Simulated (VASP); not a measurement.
A run of VASP 6.6.1:

INCAR

```
SYSTEM = TaN
PREC     = Accurate       ! precision mode
ENCUT    = 520            ! plane-wave cutoff, eV
EDIFF    = 1E-6           ! SCF threshold, eV
ISMEAR   = -1             ! smearing method
SIGMA    = 0.02           ! smearing width, eV
LREAL    = .False.        ! projectors in reciprocal space
LASPH    = .True.         ! aspherical terms in the spheres
NELM     = 100            ! most SCF steps
ALGO     = Normal         ! electronic algorithm
ISIF     = 2              ! what is computed and relaxed
LWAVE    = .False.        ! write WAVECAR
LCHARG   = .True.         ! write CHGCAR
GGA      = PE             ! functional
LELF     = .True.         ! ELF
LVHAR    = .True.       
NBANDS   = 15             ! bands
```

File KPOINTS:

```
Automatic mesh
0
Gamma
  12 12 10
  0 0 0
```

The input POSCAR:

```
TaN
1.0
    2.9379988584      0.0293799886      0.0293799886
   -1.4435556127      2.5296916534      0.0107538222
    0.0288300000      0.0288300000      2.8830000000
Ta N
1 1
Direct
    0.3333333333      0.6666666667      0.5000000000
    0.0000000000      0.0000000000      0.0000000000
```

Potentials or basis: VASP PAW PBE potentials, release 64 (Ta_pv, N).

Run with:

```console
$ cat potpaw_PBE.64/Ta_pv/POTCAR potpaw_PBE.64/N/POTCAR > POTCAR
$ mpirun -np 1 vasp_std > vasp.out
```

Hardware: 1 thread of Intel(R) Xeon(R) Platinum 8488C (Sapphire Rapids), with other jobs on the host.

Problem. Estimate the wall time of this run.

Solution. Wall time 98 s on 1 thread of Intel(R) Xeon(R) Platinum 8488C (Sapphire Rapids), on a shared host, peak memory 0.34 GiB. Counts: scf iterations 13, k points 724.
